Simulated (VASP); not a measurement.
A run of VASP 6.6.1 is set up as follows.

The input POSCAR:

```
Zr2N
1.0
    5.4170524518      0.0000000000      0.0000000000
    0.0000000000      5.4170524518      0.0000000000
    0.0000000000      0.0000000000      3.3004444798
Zr N
4 2
Direct
    0.2965720821      0.2965720821      0.0000000000
    0.7034279179      0.7034279179      0.0000000000
    0.7965720821      0.2034279179      0.5000000000
    0.2034279179      0.7965720821      0.5000000000
    0.0000000000      0.0000000000      0.0000000000
    0.5000000000      0.5000000000      0.5000000000
```

Contents of INCAR.step1:

```
PREC     = Accurate       # precision mode
ENCUT    = 520            # plane-wave cutoff, eV
ISMEAR   = 0              # smearing method
SIGMA    = 0.15           # smearing width, eV
LREAL    = False          # projectors in reciprocal space
LASPH    = True           # aspherical terms in the spheres
NELM     = 100            # most SCF steps
NBANDS   = 38             # bands
GGA      = PE             # functional
ALGO     = Normal         # electronic algorithm
EDIFF    = 1E-4           # SCF threshold, eV
LWAVE    = True           # write WAVECAR
LCHARG   = False          # write CHGCAR
```

File INCAR.step2:

```
PREC     = Accurate       # precision mode
ENCUT    = 520            # plane-wave cutoff, eV
EDIFF    = 1E-6           # SCF threshold, eV
ISMEAR   = 0              # smearing method
SIGMA    = 0.15           # smearing width, eV
LREAL    = False          # projectors in reciprocal space
LASPH    = True           # aspherical terms in the spheres
NELM     = 100            # most SCF steps
ALGO     = Normal         # electronic algorithm
ISIF     = 2              # what is computed and relaxed
LWAVE    = False          # write WAVECAR
LCHARG   = True           # write CHGCAR
METAGGA  = R2SCAN         # meta-GGA
LMIXTAU  = True         
LELF     = True           # ELF
LVHAR    = True         
NBANDS   = 38             # bands
ISTART   = 1
```

File KPOINTS:

```
regular mesh
0
Gamma
  6 6 10
```

Potentials or basis: VASP PAW PBE potentials, release 64 (Zr_sv, N).

Command:

```console
$ cat potpaw_PBE.64/Zr_sv/POTCAR potpaw_PBE.64/N/POTCAR > POTCAR
$ cp INCAR.step1 INCAR
$ mpirun -np 1 vasp_std > vasp.out
$ cp INCAR.step2 INCAR
$ mpirun -np 1 vasp_std > vasp.out
```

Question: Estimate the band gap on the k mesh.

Answer: Zero (bands 29 and 30 overlap by 2.63 eV).

Question: Estimate the largest force.

Answer: 0.026 eV/Å.

Question: Predict the pressure.

Answer: 0.1 GPa.

Stress tensor (GPa, compression positive):
```
0.04 0.00 0.00
0.00 0.04 0.00
0.00 0.00 0.34
```

Caveat: the PAW data sets were made with another functional, which shifts forces and pressure a little.
